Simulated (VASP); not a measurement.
Here is a VASP 6.6.1 calculation.

Contents of POSCAR:

```
TePb
1.0
    0.0000000000      3.2008645120      3.2678555508
    3.2678555508      0.0000000000      3.2678555508
    3.2678555508      3.2008645120      0.0000000000
Te Pb
1 1
Direct
    0.5000000000      0.5000000000      0.5000000000
    0.0000000000      0.0000000000      0.0000000000
```

Contents of INCAR.step1:

```
  PREC = Accurate
  ENCUT = 520
  ISMEAR = 0
  SIGMA = 0.01
  LREAL = False
  LASPH = True
  NELM = 80
  NBANDS = 17
  GGA = PE
  ALGO = Normal
  EDIFF = 1E-4
  LWAVE = True
  LCHARG = False
```

Contents of INCAR.step2:

```
  PREC = Accurate
  ENCUT = 520
  EDIFF = 1E-6
  ISMEAR = 0
  SIGMA = 0.01
  LREAL = False
  LASPH = True
  NELM = 80
  ALGO = Normal
  ISIF = 2
  LWAVE = False
  LCHARG = False
  METAGGA = R2SCAN
  LMIXTAU = True
  NBANDS = 17
  ISTART = 1
```

KPOINTS

```
Automatic mesh
0
Gamma
  8 8 8
```

Potentials or basis: VASP PAW PBE potentials, release 64 (Te, Pb_d).

Run with:

```bash
$ cat potpaw_PBE.64/Te/POTCAR potpaw_PBE.64/Pb_d/POTCAR > POTCAR
$ cp INCAR.step1 INCAR
$ mpirun -np 1 vasp_std > vasp.out
$ cp INCAR.step2 INCAR
$ mpirun -np 1 vasp_std > vasp.out
```

(1) What does it give for the pressure?

(2) Predict the band gap on the k mesh.

## Answers

(1) 1.0 GPa.

(2) 1.02 eV, direct.

Caveat: the cell differs from its parent crystal (uniaxial y strain -2.0%); the PAW data sets were made with another functional, which shifts forces and pressure a little; spin-orbit coupling is left out, which moves the levels of the heavy elements.
